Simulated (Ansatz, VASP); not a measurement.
Two plane-wave programs on NbTc

```
Nb Tc
1.0
     1.60737   -2.31864    0.00000
     1.60737    2.31864    0.00000
     0.00000    0.00000    4.45337
Nb Tc
1 1
Direct
  0.00000 0.00000 0.00000
  0.50000 0.50000 0.50000
```

Alike in both runs: task single point; functional LDA; k mesh 11 × 11 × 7; occupations fermi-dirac, width 0.1 eV; no spin polarisation.

|  | VASP | Ansatz |
| --- | --- | --- |
| version | VASP 6.6.1 | Ansatz 0.2.0 |
| potentials or method | VASP PAW LDA potentials, release 64 (Nb_sv, Tc_pv), cutoff 520 eV | plane waves, PAW |
| valence electrons in the cell | 26 | 28 |

```csv
,VASP,Ansatz,Ansatz less VASP
pressure (GPa),-17.3,-17.2,+0.05
"traceless stress, the component that is largest in VASP (GPa)",1.18,1.18,0.000
```

LDA's correlation is that of Perdew and Zunger in VASP and of Perdew and Wang (1992) in Ansatz. VASP's potentials hold 26 valence electrons a cell and Ansatz's 28, so a difference there can come from the potentials and not from the codes.
